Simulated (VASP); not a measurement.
# Ir (I4/mmm) in VASP: further runs

The runs below take Ir through single point, with PBE.

Everything below comes from runs of VASP 6.6.1. Logs are shortened: lines on timing, memory, paths and dates and some standing lists are left out, and cuts for length are marked.

### Step 1. The cell of the first run

It takes space group I4/mmm (No. 139, tetragonal). The conventional cell has a = 2.851 Å, b = 2.851 Å, c = 3.935 Å, α = 90.00°, β = 90.00°, γ = 90.00°. Ir (site symmetry 4/mmm) has 12 Ir at 2.82 to 2.85 Å within 3.7 Å.

### Step 2. Single point, PBE (strain +0.050 along x and y, +0.025 along z)

Input file INCAR:

```
ALGO     = Normal         # electronic algorithm
EDIFF    = 1E-7           # SCF threshold, eV
ENCUT    = 520            # plane-wave cutoff, eV
GGA      = PE             # functional
ISIF     = 2              # what is computed and relaxed
ISMEAR   = 0              # smearing method
LASPH    = True           # aspherical terms in the spheres
LCHARG   = False          # write CHGCAR
LREAL    = False          # projectors in reciprocal space
LWAVE    = False          # write WAVECAR
NBANDS   = 10             # bands
NELM     = 80             # most SCF steps
PREC     = Accurate       # precision mode
SIGMA    = 0.15           # smearing width, eV
```

Input file KPOINTS:

```
k-points
0
Gamma
  22 22 22
```

Input file POSCAR:

```
Ir
1.0
    0.0000000000      2.0156850000      1.9676925000
    2.0156850000      0.0000000000      1.9676925000
    2.0156850000      2.0156850000      0.0000000000
Ir
1
Direct
    0.0000000000      0.0000000000      0.0000000000
```

Potentials or basis: VASP PAW PBE potentials, release 64 (Ir).

On the command line:

```sh
cat potpaw_PBE.64/Ir/POTCAR > POTCAR
mpirun -np 1 vasp_std > vasp.out
```

OUTCAR:

```text
EDIFF = 1E-7
   ENCUT = 520
   GGA = PE
   ISIF = 2
   ISMEAR = 0
   LASPH = True
   LREAL = False
   NELM = 80
   PREC = Accurate

 ion  position               nearest neighbor table
   1  0.000  0.000  0.000-

  LATTYP: Found a body centered tetragonal cell.
 ALAT       =     2.8506090645
 C/A-ratio  =     1.3805418109

  Lattice vectors:

 A1 = (   0.0000000000,  -2.0156850000,  -1.9676925000)
 A2 = (   0.0000000000,   2.0156850000,  -1.9676925000)
 A3 = (   2.0156850000,   0.0000000000,   1.9676925000)

Analysis of symmetry for initial positions (statically):
=====================================================================
 Subroutine PRICEL returns:
 Original cell was already a primitive cell.

 Routine SETGRP: Setting up the symmetry group for a
 body centered tetragonal supercell.

 Subroutine GETGRP returns: Found 16 space group operations
 (whereof 16 operations were pure point group operations)
 out of a pool of 16 trial point group operations.

The static configuration has the point symmetry D_4h.

Analysis of symmetry for dynamics (positions and initial velocities):
=====================================================================
 Subroutine PRICEL returns:
 Original cell was already a primitive cell.

 Routine SETGRP: Setting up the symmetry group for a
 body centered tetragonal supercell.

 Subroutine GETGRP returns: Found 16 space group operations
 (whereof 16 operations were pure point group operations)
 out of a pool of 16 trial point group operations.

The dynamic configuration has the point symmetry D_4h.

 Subroutine INISYM returns: Found 16 space group operations
 (whereof 16 operations are pure point group operations),
 and found     1 'primitive' translations

----------------------------------------------------------------------------------------

                                     Primitive cell

  volume of cell :      15.9894

  direct lattice vectors                    reciprocal lattice vectors
     0.000000000  2.015685000  1.967692500    -0.248054632  0.248054632  0.254104745
     2.015685000  0.000000000  1.967692500     0.248054632 -0.248054632  0.254104745
     2.015685000  2.015685000  0.000000000     0.248054632  0.248054632 -0.254104745

  length of vectors
     2.816877668  2.816877668  2.850609064     0.433164428  0.433164428  0.433164428

  position of ions in fractional coordinates (direct lattice)
     0.000000000  0.000000000  0.000000000

  ion indices of the primitive-cell ions
   primitive index   ion index
                 1           1

----------------------------------------------------------------------------------------

 KPOINTS: k-points

Automatic generation of k-mesh.
 Grid dimensions read from file:
 generate k-points for:   22   22   22

 Generating k-lattice:

  Cartesian coordinates                     Fractional coordinates (reciprocal lattice)
    -0.011275211  0.011275211  0.011550216     0.045454545  0.000000000  0.000000000
     0.011275211 -0.011275211  0.011550216     0.000000000  0.045454545  0.000000000
     0.011275211  0.011275211 -0.011550216     0.000000000  0.000000000  0.045454545

  Length of vectors
     0.019689292  0.019689292  0.019689292

  Shift w.r.t. Gamma in fractional coordinates (k-lattice)
     0.000000000  0.000000000  0.000000000

 Subroutine IBZKPT returns following result:
 ===========================================

 Found    834 irreducible k-points:

 Following reciprocal coordinates:
            Coordinates               Weight
  0.000000  0.000000  0.000000      1.000000
  0.045455 -0.000000  0.000000      8.000000
  0.090909 -0.000000  0.000000      8.000000
  0.136364  0.000000  0.000000      8.000000
  0.181818 -0.000000  0.000000      8.000000
  0.227273  0.000000  0.000000      8.000000
[... 16 lines left out ...]
  0.500000  0.045455  0.000000      8.000000
 -0.454545  0.045455  0.000000      8.000000
 [... further k-points ...]
   k-points           NKPTS =    834   k-points in BZ     NKDIM =    834   number of bands    NBANDS=     10
   number of dos      NEDOS =    301   number of ions     NIONS =      1
   total plane-waves  NPLWV =  13824
   dimension x,y,z NGX =    24 NGY =   24 NGZ =   24
   dimension x,y,z NGXF=    48 NGYF=   48 NGZF=   48
   ions per type =               1
   NGX,Y,Z   is equivalent  to a cutoff of  14.16, 14.16, 14.00 a.u.
   NGXF,Y,Z  is equivalent  to a cutoff of  28.33, 28.33, 27.99 a.u.
 SYSTEM =  unknown system
   PREC   = accura    normal or accurate (medium, high low for compatibility)
   ISTART =      0    job   : 0-new  1-cont  2-samecut
   ICHARG =      2    charge: 1-file 2-atom 10-const
   ISPIN  =      1    spin polarized calculation?
   LNONCOLLINEAR =      F non collinear calculations
   LSORBIT =      F    spin-orbit coupling
   LASPH  =      T    aspherical Exc in radial PAW
   ENCUT  =  520.0 eV  38.22 Ry    6.18 a.u.   5.24  5.24  5.30*2*pi/ulx,y,z
[... 28 lines left out ...]
   AEXX    =    0.0000 exact exchange contribution
   IVDW    =     0    specifies the selected vdW correction
   LEPSILON=     F    determine dielectric tensor
   LRPA    =     F    only Hartree local field effects (RPA)
 non-spin polarized calculation
 Gauss-broadening in eV      SIGMA  =   0.15
  energy-cutoff  :      520.00
  volume of cell :       15.99
 maximum number of plane-waves:       444
 NGX is ok and might be reduce to    24
   NGX = 11   NGY = 11   NGZ = 11

 number of electron       9.0000000 magnetization

 Free energy of the ion-electron system (eV)
  ---------------------------------------------------
  ext. energy  EPLUGINS =         0.00000000
  ---------------------------------------------------
  free energy    TOTEN  =        -8.71624699 eV

  energy without entropy =       -8.70148737  energy(sigma->0) =       -8.70886718

 E-fermi :   8.3722     XC(G=0): -13.2677

 val. band max:        8.3710504430   @ k =  -0.1818   0.0000   0.1364
 cond. band min:       8.3734154635   @ k =   0.3182   0.1818   0.1364
 fundamental gap:      0.0023650205
 Fermi energy:         8.3721604567

 k-point     1 :       0.0000    0.0000    0.0000
  band No.  band energies     occupation
      1      -1.4442      2.00000
      2       5.1013      2.00000
      3       5.1013      2.00000
      4       5.3632      2.00000
      5       7.2194      2.00000
      6       7.5577      2.00000
      7      22.9157      0.00000
      8      27.5723      0.00000
      9      27.5723      0.00000
     10      28.2038      0.00000

 k-point     2 :       0.0455   -0.0000    0.0000
  band No.  band energies     occupation
      1      -1.3629      2.00000
      2       5.0845      2.00000
      3       5.1353      2.00000
      4       5.3737      2.00000
      5       7.2021      2.00000
      6       7.5345      2.00000
      7      23.0468      0.00000
      8      27.2103      0.00000
      9      27.6960      0.00000
     10      28.1867      0.00000

 k-point     3 :       0.0909   -0.0000    0.0000
  band No.  band energies     occupation
      1      -1.1236      2.00000
      2       5.0085      2.00000
      3       5.2280      2.00000
      4       5.4345      2.00000
      5       7.1623      2.00000
      6       7.4754      2.00000
      7      23.4165      0.00000
      8      26.1826      0.00000
      9      28.0585      0.00000
     10      28.4876      0.00000

 k-point     4 :       0.1364    0.0000    0.0000
  band No.  band energies     occupation
      1      -0.7417      2.00000
      2       4.8788      2.00000
      3       5.3485      2.00000
      4       5.5465      2.00000
      5       7.1372      2.00000
      6       7.4133      2.00000
      7      23.9443      0.00000
      8      24.9345      0.00000
      9      28.6339      0.00000
     10      29.0488      0.00000
[... 222 lines left out ...]
 k-point    22 :       0.4545    0.0455    0.0000
  band No.  band energies     occupation
      1       1.5810      2.00000
      2       5.0773      2.00000
      3       5.2309      2.00000
      4       7.0712      2.00000
      5       9.1176      0.00000
      6       9.1815      0.00000
      7      15.2764      0.00000
      8      22.7039      0.00000
      9      26.8840      0.00000
     10      27.6953      0.00000

 k-point    23 :       0.5000    0.0455    0.0000
  band No.  band energies     occupation
      1       1.5870      2.00000
      2       5.0342      2.00000
      3       5.1936      2.00000
      4       7.5155      2.00000
      5       9.1782      0.00000
      6       9.4859      0.00000
      7      14.5337      0.00000
      8      22.5550      0.00000
      9      26.7719      0.00000
     10      27.2072      0.00000

 k-point    24 :      -0.4545    0.0455    0.0000
  band No.  band energies     occupation
      1       1.5861      2.00000
      2       5.0357      2.00000
      3       5.2048      2.00000
      4       7.4529      2.00000
      5       9.0639      0.00000
      6       9.4607      0.00000
      7      14.7214      0.00000
      8      22.5869      0.00000
      9      27.0476      0.00000
     10      27.0677      0.00000

 [... further k-points ...]

------------------------ aborting loop because EDIFF is reached ----------------------------------------

  FORCE on cell =-STRESS in cart. coord.  units (eV):
  Direction    XX          YY          ZZ          XY          YZ          ZX
  --------------------------------------------------------------------------------------
  -------------------------------------------------------------------------------------
  Total       -2.8010481     -2.8010481     -2.1831937      0.0000000     -0.0000000      0.0000000
  in kB     -280.6716810   -280.6716810   -218.7611971      0.0000000     -0.0000000      0.0000000
  external PRESSURE =    -260.0348530 kB  Pullay stress =       0.0000000 kB

 VOLUME and BASIS-vectors are now :
 -----------------------------------------------------------------------------
  energy-cutoff  :      520.00
  volume of cell :       15.99
      direct lattice vectors                 reciprocal lattice vectors
     0.000000000  2.015685000  1.967692500    -0.248054632  0.248054632  0.254104745
     2.015685000  0.000000000  1.967692500     0.248054632 -0.248054632  0.254104745
     2.015685000  2.015685000  0.000000000     0.248054632  0.248054632 -0.254104745

 POSITION                                       TOTAL-FORCE (eV/Angst)
 -----------------------------------------------------------------------------------
      0.00000      0.00000      0.00000         0.000000      0.000000      0.000000
 -----------------------------------------------------------------------------------
    total drift:                               -0.000000     -0.000000      0.000000

  FREE ENERGIE OF THE ION-ELECTRON SYSTEM (eV)
  ---------------------------------------------------
  free  energy   TOTEN  =        -8.7162469874 eV

  energy  without entropy=       -8.7014873653  energy(sigma->0) =       -8.70886718
```

Run time: 1.8 min. Hardware: 1 thread of AMD EPYC 7R13 (Zen 3), shared host; peak memory 0.23 GiB.

Results:

```yaml
Free_energy: -8.7162 eV
Pressure: -26.0 GPa
```

Stress tensor (GPa, compression positive):
```
-28.07   0.00   0.00
  0.00 -28.07   0.00
  0.00   0.00 -21.88
```

Caveat: the cell differs from its parent crystal (strain +0.050 along x and y, +0.025 along z); spin-orbit coupling is left out, which moves the levels of the heavy elements.

### Step 3. Single point, PBE (strain -0.025 along x and y, +0.050 along z)

Input file INCAR:

```
SYSTEM = Ir
PREC = Accurate
ENCUT = 520
EDIFF = 1E-6
ISMEAR = 0
SIGMA = 0.15
LREAL = .FALSE.
LASPH = .TRUE.
NELM = 60
ALGO = Normal
ISIF = 2
LWAVE = .FALSE.
LCHARG = .TRUE.
GGA = PE
LELF = .TRUE.
LVHAR = .TRUE.
NBANDS = 10
```

Input file KPOINTS:

```
regular mesh
0
G
  22 22 22
  0 0 0
```

Input file POSCAR:

```
Ir
1.0
    0.0000000000      1.8717075000      2.0156850000
    1.8717075000      0.0000000000      2.0156850000
    1.8717075000      1.8717075000      0.0000000000
Ir
1
Direct
    0.0000000000      0.0000000000      0.0000000000
```

Potentials or basis: VASP PAW PBE potentials, release 64 (Ir).

On the command line:

```sh
cat potpaw_PBE.64/Ir/POTCAR > POTCAR
mpirun -np 1 vasp_std > vasp.out
```

Wall time 46 s (1 thread of Intel Xeon Platinum 8488C (Sapphire Rapids), shared host); peak memory 0.24 GiB.

Results (log left out):

| Property | Result |
| --- | --- |
| Free energy | -8.7776 eV |
| Pressure | 11.9 GPa |

Stress tensor (GPa, compression positive):
```
21.40  0.00  0.00
 0.00 21.40  0.00
 0.00  0.00 -7.23
```

Levels at points of the mesh, in eV from the Fermi level:
| k point | band 2 | band 3 | band 4 | band 5 | band 6 | band 7 |
| --- | --- | --- | --- | --- | --- | --- |
| (0.00, 0.00, 0.00) | -4.50 | -3.48 | -3.48 | -1.87 | -0.52 | 14.46 |
| (0.50, 0.00, 0.00) | -4.45 | -3.44 | -0.71 | 0.69 | 1.17 | 7.38 |
| (0.50, 0.50, 0.00) | -7.29 | 0.74 | 1.02 | 1.45 | 1.45 | 9.25 |
| (0.50, 0.00, 0.50) | -7.30 | 0.78 | 1.00 | 2.06 | 2.28 | 10.95 |

Caveat: the cell differs from its parent crystal (strain -0.025 along x and y, +0.050 along z); spin-orbit coupling is left out, which moves the levels of the heavy elements.

### Step 4. Single point, PBE (strain +0.000 along x and y, +0.050 along z)

Input file INCAR:

```
PREC = Accurate
ENCUT = 520
EDIFF = 1E-6
ISMEAR = 0
SIGMA = 0.15
LREAL = False
LASPH = True
NELM = 60
ALGO = Normal
ISIF = 2
LWAVE = False
LCHARG = True
GGA = PE
LELF = True
LVHAR = True
NBANDS = 10
```

Input file KPOINTS:

```
Automatic mesh
0
Gamma
  22 22 22
```

Input file POSCAR:

```
Ir
1.0
    0.0000000000      1.9197000000      2.0156850000
    1.9197000000      0.0000000000      2.0156850000
    1.9197000000      1.9197000000      0.0000000000
Ir
1
Direct
    0.0000000000      0.0000000000      0.0000000000
```

On the command line:

```sh
cat potpaw_PBE.64/Ir/POTCAR > POTCAR
mpirun -np 1 vasp_std > vasp.out
```

Wall time 44 s (1 thread of Intel Xeon Platinum 8488C (Sapphire Rapids), shared host); peak memory 0.25 GiB.

It converged, with:

- Free energy: -8.8206 eV
- Pressure: -6.9 GPa

Stress tensor (GPa, compression positive):
```
 -1.55   0.00   0.00
  0.00  -1.55   0.00
  0.00   0.00 -17.70
```

Levels at points of the mesh, in eV from the Fermi level:
```
           k point  band 1  band 2  band 3  band 4  band 5  band 6  band 7  band 8
(0.00, 0.00, 0.00)  -10.57   -3.97   -3.35   -3.35   -1.51   -0.70   14.49   18.83
(0.50, 0.00, 0.00)   -7.56   -3.97   -3.34   -0.59    0.69    0.99    6.83   13.92
(0.50, 0.50, 0.00)   -7.38   -6.77    0.87    1.11    1.33    1.33    9.05   12.11
(0.50, 0.00, 0.50)   -7.31   -6.78    0.75    1.07    1.70    2.08   10.34   11.01
```

Caveat: the cell differs from its parent crystal (strain +0.000 along x and y, +0.050 along z); spin-orbit coupling is left out, which moves the levels of the heavy elements.

### Step 5. Single point, PBE (strain +0.025 along x and y, +0.000 along z)

Input file INCAR:

```
SYSTEM = Ir
ALGO = Normal
EDIFF = 1E-6
ENCUT = 520
GGA = PE
ISIF = 2
ISMEAR = 0
LASPH = .True.
LCHARG = .False.
LREAL = .False.
LWAVE = .False.
NBANDS = 10
NELM = 60
PREC = Accurate
SIGMA = 0.15
```

Input file KPOINTS:

```
k-points
0
Gamma
  22 22 22
  0 0 0
```

Input file POSCAR:

```
Ir
1.0
    0.0000000000      1.9676925000      1.9197000000
    1.9676925000      0.0000000000      1.9197000000
    1.9676925000      1.9676925000      0.0000000000
Ir
1
Direct
    0.0000000000      0.0000000000      0.0000000000
```

On the command line:

```sh
cat potpaw_PBE.64/Ir/POTCAR > POTCAR
mpirun -np 1 vasp_std > vasp.out
```

Wall time 54 s (1 thread of Intel Xeon Platinum 8488C (Sapphire Rapids), shared host); peak memory 0.24 GiB.

Results (log left out):

- Free energy: -8.8384 eV
- Pressure: -7.5 GPa

Stress tensor (GPa, compression positive):
```
-10.14   0.00   0.00
  0.00 -10.14   0.00
  0.00   0.00  -2.30
```

Levels at points of the mesh, in eV from the Fermi level:
```
           k point  band 1  band 2  band 3  band 4  band 5  band 6  band 7  band 8
(0.00, 0.00, 0.00)  -10.56   -3.67   -3.67   -3.37   -1.29   -0.90   14.45   19.50
(0.50, 0.00, 0.00)   -7.56   -3.82   -3.50   -0.60    0.75    0.93    6.81   13.96
(0.50, 0.50, 0.00)   -7.30   -6.80    0.79    1.39    1.39    2.08   10.31   11.21
(0.50, 0.00, 0.50)   -7.34   -6.77    0.81    1.22    1.50    1.58    9.67   11.54
```

Caveat: the cell differs from its parent crystal (strain +0.025 along x and y, +0.000 along z); spin-orbit coupling is left out, which moves the levels of the heavy elements.

### Step 6. Single point, PBE (strain +0.025 along x and y, +0.050 along z)

Input file INCAR:

```
PREC     = Accurate       # precision mode
ENCUT    = 520            # plane-wave cutoff, eV
EDIFF    = 1E-6           # SCF threshold, eV
ISMEAR   = 0              # smearing method
SIGMA    = 0.15           # smearing width, eV
LREAL    = False          # projectors in reciprocal space
LASPH    = True           # aspherical terms in the spheres
NELM     = 60             # most SCF steps
ALGO     = Fast           # electronic algorithm
ISIF     = 2              # what is computed and relaxed
LWAVE    = False          # write WAVECAR
LCHARG   = False          # write CHGCAR
GGA      = PE             # functional
NBANDS   = 10             # bands
```

Input file KPOINTS:

```
Automatic mesh
0
Gamma
  22 22 22
```

Input file POSCAR:

```
Ir
1.0
    0.0000000000      1.9676925000      2.0156850000
    1.9676925000      0.0000000000      2.0156850000
    1.9676925000      1.9676925000      0.0000000000
Ir
1
Direct
    0.0000000000      0.0000000000      0.0000000000
```

Potentials or basis: VASP PAW PBE potentials, release 64 (Ir).

On the command line:

```sh
cat potpaw_PBE.64/Ir/POTCAR > POTCAR
mpirun -np 1 vasp_std > vasp.out
```

Run time: 78 s. Hardware: 1 thread of Intel Xeon Platinum 8488C (Sapphire Rapids), shared host; peak memory 0.26 GiB.

The run converged. Its results:

```yaml
Free_energy: -8.7717 eV
Pressure: -20.9 GPa
```

Stress tensor (GPa, compression positive):
```
-18.64   0.00   0.00
  0.00 -18.64   0.00
  0.00   0.00 -25.40
```

Levels at points of the mesh, in eV from the Fermi level:
```csv
k point,band 1,band 2,band 3,band 4,band 5,band 6,band 7,band 8
"(0.00, 0.00, 0.00)",-10.06,-3.49,-3.21,-3.21,-1.20,-0.84,14.52,19.09
"(0.50, 0.00, 0.00)",-7.08,-3.53,-3.24,-0.46,0.69,0.84,6.35,14.01
"(0.50, 0.50, 0.00)",-6.84,-6.29,0.76,1.23,1.23,1.46,8.86,11.57
"(0.50, 0.00, 0.50)",-6.80,-6.30,0.71,1.12,1.39,1.93,9.47,11.05
```

Caveat: the cell differs from its parent crystal (strain +0.025 along x and y, +0.050 along z); spin-orbit coupling is left out, which moves the levels of the heavy elements.

### Step 7. Summary

```tsv
cell	gap on the mesh (eV)	pressure (GPa)
a = 2.817, b = 2.817, c = 2.851 Å, angles 59.6, 59.6, 60.8°, 1 atom	none	-26.0
a = 2.751, b = 2.751, c = 2.647 Å, angles 61.2, 61.2, 57.5°, 1 atom	none	11.9
a = 2.784, b = 2.784, c = 2.715 Å, angles 60.8, 60.8, 58.4°, 1 atom	none	-6.9
a = 2.749, b = 2.749, c = 2.783 Å, angles 59.6, 59.6, 60.8°, 1 atom	none	-7.5
a = 2.817, b = 2.817, c = 2.783 Å, angles 60.4, 60.4, 59.2°, 1 atom	none	-20.9
```

Alike in all rows: task single point; level PBE; potentials or basis VASP PAW PBE potentials, release 64 (Ir); no spin polarisation; k mesh 22 × 22 × 22; cutoff (eV) 520; smearing gaussian 0.15 eV.

Caveats: spin-orbit coupling is left out, which moves the levels of the heavy elements.

Total energies depend on the potentials used, so only differences within one code and one set of settings carry meaning.
